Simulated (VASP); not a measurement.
# SiC (P6_3mc) in VASP: a series of runs, part 2 of 2

VASP 6.6.1.

### 3 Single point, LDA

This run uses another cell than the first one, of 10.14 Å³/atom, 0.983 times its volume.

Input file INCAR:

```
SYSTEM = SiC
ALGO = Normal
EDIFF = 1E-6
ENCUT = 600
GGA = CA
GGA_COMPAT = .FALSE.
ISIF = 2
ISMEAR = 0
LASPH = .TRUE.
LCHARG = .FALSE.
LREAL = .FALSE.
LWAVE = .FALSE.
NBANDS = 26
NELM = 120
PREC = Accurate
SIGMA = 0.01
```

Input file KPOINTS:

```
k-points
0
G
  12 12 4
  0 0 0
```

Input file POSCAR:

```
SiC
1.0
    3.0584217985     -0.0000000029      0.0000000000
   -1.5292108968      2.6486709744      0.0000000000
    0.0000000000      0.0000000000     10.0121483264
Si C
4 4
Direct
    0.6666666667      0.3333333333      0.9378414617
    0.3333333333      0.6666666667      0.4378414617
    0.0000000000      0.0000000000      0.6879005816
    0.0000000000      0.0000000000      0.1879005816
    0.6666666667      0.3333333333      0.7498077831
    0.3333333333      0.6666666667      0.2498077831
    0.0000000000      0.0000000000      0.5004491737
    0.0000000000      0.0000000000      0.0004491737
```

Potentials or basis: VASP PAW LDA potentials, release 64 (Si, C).

Started as:

```sh
> cat potpaw_LDA.64/Si/POTCAR potpaw_LDA.64/C/POTCAR > POTCAR
> mpirun -np 1 vasp_std > vasp.out
```

OUTCAR:

```text
SYSTEM = SiC
   EDIFF = 1E-6
   ENCUT = 600
   GGA = CA
   ISIF = 2
   ISMEAR = 0
   LASPH = .TRUE.
   LREAL = .FALSE.
   NELM = 120
   PREC = Accurate

 ion  position               nearest neighbor table
   1  0.667  0.333  0.938-   8 1.87   8 1.87   8 1.87   5 1.88   3 3.06   3 3.06   3 3.06   4 3.06
                             4 3.06   4 3.06
   2  0.333  0.667  0.438-   7 1.87   7 1.87   7 1.87   6 1.88   4 3.06   4 3.06   4 3.06   3 3.06
                             3 3.06   3 3.06
   3  0.000  0.000  0.688-   5 1.87   5 1.87   5 1.87   7 1.88   1 3.06   1 3.06   1 3.06   2 3.06
                             2 3.06   2 3.06
   4  0.000  0.000  0.188-   6 1.87   6 1.87   6 1.87   8 1.88   2 3.06   2 3.06   2 3.06   1 3.06
                             1 3.06   1 3.06
   5  0.667  0.333  0.750-   3 1.87   3 1.87   3 1.87   1 1.88
   6  0.333  0.667  0.250-   4 1.87   4 1.87   4 1.87   2 1.88
   7  0.000  0.000  0.500-   2 1.87   2 1.87   2 1.87   3 1.88
   8  0.000  0.000  0.000-   1 1.87   1 1.87   1 1.87   4 1.88

  LATTYP: Found a hexagonal cell.
 ALAT       =     3.0584217985
 C/A-ratio  =     3.2736322803

  Lattice vectors:

 A1 = (   3.0584217985,  -0.0000000029,   0.0000000000)
 A2 = (  -1.5292108968,   2.6486709744,   0.0000000000)
 A3 = (   0.0000000000,   0.0000000000,  10.0121483264)

Analysis of symmetry for initial positions (statically):
=====================================================================
 Subroutine PRICEL returns:
 Original cell was already a primitive cell.

 Routine SETGRP: Setting up the symmetry group for a
 hexagonal supercell.

 Subroutine GETGRP returns: Found 12 space group operations
 (whereof  6 operations were pure point group operations)
 out of a pool of 24 trial point group operations.

The static configuration has the point symmetry C_3v.
 The point group associated with its full space group is C_6v.

Analysis of symmetry for dynamics (positions and initial velocities):
=====================================================================
 Subroutine PRICEL returns:
 Original cell was already a primitive cell.

 Routine SETGRP: Setting up the symmetry group for a
 hexagonal supercell.

 Subroutine GETGRP returns: Found 12 space group operations
 (whereof  6 operations were pure point group operations)
 out of a pool of 24 trial point group operations.

The dynamic configuration has the point symmetry C_3v.
 The point group associated with its full space group is C_6v.

 Subroutine INISYM returns: Found 12 space group operations
 (whereof  6 operations are pure point group operations),
 and found     1 'primitive' translations

----------------------------------------------------------------------------------------

                                     Primitive cell

  volume of cell :      81.1059

  direct lattice vectors                    reciprocal lattice vectors
     3.058421798 -0.000000003  0.000000000     0.326966019  0.188773919  0.000000000
    -1.529210897  2.648670974  0.000000000     0.000000000  0.377547838  0.000000000
     0.000000000  0.000000000 10.012148326     0.000000000  0.000000000  0.099878664

  length of vectors
     3.058421798  3.058421798 10.012148326     0.377547838  0.377547838  0.099878664

  position of ions in fractional coordinates (direct lattice)
     0.666666667  0.333333333  0.937841462
     0.333333333  0.666666667  0.437841462
     0.000000000  0.000000000  0.687900582
     0.000000000  0.000000000  0.187900582
     0.666666667  0.333333333  0.749807783
     0.333333333  0.666666667  0.249807783
[... 46 lines left out ...]
  0.333333  0.000000  0.000000      6.000000
  0.416667 -0.000000  0.000000      6.000000
[... 16 lines left out ...]
  0.250000  0.000000  0.250000     12.000000
  0.333333  0.000000  0.250000     12.000000
 [... further k-points ...]
   k-points           NKPTS =     57   k-points in BZ     NKDIM =     57   number of bands    NBANDS=     26
   number of dos      NEDOS =    301   number of ions     NIONS =      8
   total plane-waves  NPLWV =  46080
   dimension x,y,z NGX =    24 NGY =   24 NGZ =   80
   dimension x,y,z NGXF=    48 NGYF=   48 NGZF=  160
   ions per type =               4   4
   NGX,Y,Z   is equivalent  to a cutoff of  13.05, 13.05, 13.28 a.u.
   NGXF,Y,Z  is equivalent  to a cutoff of  26.09, 26.09, 26.57 a.u.
 SYSTEM =  SiC
   PREC   = accura    normal or accurate (medium, high low for compatibility)
   ISTART =      0    job   : 0-new  1-cont  2-samecut
   ICHARG =      2    charge: 1-file 2-atom 10-const
   ISPIN  =      1    spin polarized calculation?
   LNONCOLLINEAR =      F non collinear calculations
   LSORBIT =      F    spin-orbit coupling
   LASPH  =      T    aspherical Exc in radial PAW
   ENCUT  =  600.0 eV  44.10 Ry    6.64 a.u.   6.11  6.11 20.00*2*pi/ulx,y,z
   NELM   =    120;   NELMIN=  2; NELMDL= -5     # of ELM steps
   EDIFF  = 0.1E-05   stopping-criterion for ELM
   LREAL  =      F    real-space projection
   EDIFFG = 0.1E-04   stopping-criterion for IOM
   NSW    =      0    number of steps for IOM
   IBRION =     -1    ionic relax: 0-MD 1-quasi-New 2-CG
   NFREE  =      0    steps in history (QN), initial steepest desc. (CG)
   ISIF   =      2    stress and relaxation
   ISYM   =      2    0-nonsym 1-usesym 2-fastsym
   POTIM  = 0.5000    time-step for ionic-motion
   TEBEG  =    0.0;   TEEND  =   0.0 temperature during run
   PSTRESS=    0.0 pullay stress
   NELECT =      32.0000    total number of electrons
   NUPDOWN=      -1.0000    fix difference up-down
   EMIN   =  10.00;   EMAX   =-10.00  energy-range for DOS
   EFERMI =   0.00;   METHOD = LEGACY
   ISMEAR =     0;   SIGMA  =   0.01  broadening in eV -4-tet -1-fermi 0-gaus
   EFERMI_NEDOS =   21; number of points for ismear=-14 and -15
   IALGO  =     38    algorithm
   IMIX   =      4    mixing-type and parameters
     AMIX     =   0.40;   BMIX     =  1.00
     AMIX_MAG =   1.60;   BMIX_MAG =  1.00
  volume/ion in A,a.u.               =      10.14        68.42
  Fermi-wavevector in a.u.,A,eV,Ry     =   1.200717  2.269026 19.615804  1.441721
  Thomas-Fermi vector in A             =   2.336545
   LORBIT       =      0    0 simple, 1 ext, 2 COOP (PROOUT), +10 PAW based schemes
   GGA     = CA    functional components
   LHFCALC =     F    Hartree Fock is set to
   AEXX    =    0.0000 exact exchange contribution
   IVDW    =     0    specifies the selected vdW correction
   LEPSILON=     F    determine dielectric tensor
   LRPA    =     F    only Hartree local field effects (RPA)
 non-spin polarized calculation
 Gauss-broadening in eV      SIGMA  =   0.01
  energy-cutoff  :      600.00
  volume of cell :       81.11
 maximum number of plane-waves:      2736
   NGX = 13   NGY = 13   NGZ = 39

 number of electron      31.9999999 magnetization

 Free energy of the ion-electron system (eV)
  ---------------------------------------------------
  ext. energy  EPLUGINS =         0.00000000
  ---------------------------------------------------
  free energy    TOTEN  =       -66.58905896 eV

  energy without entropy =      -66.58905896  energy(sigma->0) =      -66.58905896

 E-fermi :   8.4274     XC(G=0): -11.6399

 val. band max:        8.3602919692   @ k =   0.0000   0.0000   0.0000
 cond. band min:      10.5334459067   @ k =   0.5000   0.0000   0.0000
 fundamental gap:      2.1731539374
 Fermi energy:         8.4273929163

 k-point     1 :       0.0000    0.0000    0.0000
  band No.  band energies     occupation
      1      -7.1915      2.00000
      2      -5.9892      2.00000
      3      -5.9531      2.00000
      4      -3.4975      2.00000
      5      -0.3828      2.00000
      6       3.9659      2.00000
[... 685 lines left out ...]
     25      17.0252      0.00000
     26      17.6372      0.00000

 [... further k-points ...]
[... 5 lines left out ...]
  --------------------------------------------------------------------------------------
  -------------------------------------------------------------------------------------
  Total        0.1240825      0.1240825      0.1280580     -0.0000000      0.0000000      0.0000000
  in kB        2.4511420      2.4511420      2.5296748     -0.0000000      0.0000000      0.0000000
  external PRESSURE =       2.4773196 kB  Pullay stress =       0.0000000 kB

 VOLUME and BASIS-vectors are now :
 -----------------------------------------------------------------------------
  energy-cutoff  :      600.00
  volume of cell :       81.11
      direct lattice vectors                 reciprocal lattice vectors
     3.058421798 -0.000000003  0.000000000     0.326966019  0.188773919  0.000000000
    -1.529210897  2.648670974  0.000000000     0.000000000  0.377547838  0.000000000
     0.000000000  0.000000000 10.012148326     0.000000000  0.000000000  0.099878664

 POSITION                                       TOTAL-FORCE (eV/Angst)
 -----------------------------------------------------------------------------------
      1.52921      0.88289      9.38981        -0.000000      0.000000      0.000926
      0.00000      1.76578      4.38373         0.000000     -0.000000      0.000926
      0.00000      0.00000      6.88736         0.000000      0.000000     -0.001140
      0.00000      0.00000      1.88129         0.000000      0.000000     -0.001140
      1.52921      0.88289      7.50719        -0.000000      0.000000      0.000133
      0.00000      1.76578      2.50111         0.000000     -0.000000      0.000133
      0.00000      0.00000      5.01057         0.000000     -0.000000      0.000081
      0.00000      0.00000      0.00450        -0.000000     -0.000000      0.000081
 -----------------------------------------------------------------------------------
    total drift:                               -0.000000     -0.000000      0.000107

  FREE ENERGIE OF THE ION-ELECTRON SYSTEM (eV)
  ---------------------------------------------------
  free  energy   TOTEN  =       -66.5890589575 eV

  energy  without entropy=      -66.5890589575  energy(sigma->0) =      -66.58905896
```

Run time: 3.7 min. Hardware: 1 thread of AMD EPYC 7R13, shared host; peak memory 0.21 GiB.

What came out:

```yaml
Free_energy: -66.5891 eV
Pressure: 0.2 GPa
Band_gap_on_the_k_mesh: 2.17 eV, indirect (least direct gap 3.30 eV)
```

A k mesh can miss the band edges. A hybrid or GW would open this gap; LDA tends to underestimate it.
